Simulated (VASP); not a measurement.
A run of VASP 6.6.1 is set up as follows.

INCAR

```
  ALGO = Fast
  EDIFF = 1E-6
  EDIFFG = -0.01
  ENCUT = 600
  GGA = RE
  IBRION = 2
  ISIF = 3
  ISMEAR = -1
  LASPH = True
  LCHARG = False
  LREAL = False
  LWAVE = False
  NELM = 100
  NSW = 60
  PREC = Accurate
  SIGMA = 0.05
```

Contents of KPOINTS:

```
k-points
0
Gamma
  10 10 10
```

POSCAR

```
Sn
1.0
   -2.0291894110      2.0291894110      1.6607599896
    2.0291894110     -2.0291894110      1.6607599896
    2.0291894110      2.0291894110     -1.6607599896
Sn
1
Direct
    0.0000000000      0.0000000000      0.0000000000
```

Potentials or basis: VASP PAW PBE potentials, release 64 (Sn_d).

Run with:

```console
$ cat potpaw_PBE.64/Sn_d/POTCAR > POTCAR
$ mpirun -np 1 vasp_std > vasp.out
```

(1) Predict the relaxed cell.

(2) Predict the band gap on the k mesh.

(3) Predict the relaxed volume.

(4) Estimate the space group after relaxing (to 0.05 Å).

Answers

(1) a = 3.355 Å, b = 3.355 Å, c = 3.355 Å, α = 104.76°, β = 104.76°, γ = 119.38°.

(2) zero (band 7 reaches 14.25 eV, above the bottom of band 8 at 5.68 eV).

(3) 28.41 Å³/atom.

(4) I4/mmm (No. 139).

Caveat: the PAW data sets were made with another functional, which shifts forces and pressure a little; spin-orbit coupling is left out, which moves the levels of the heavy elements.
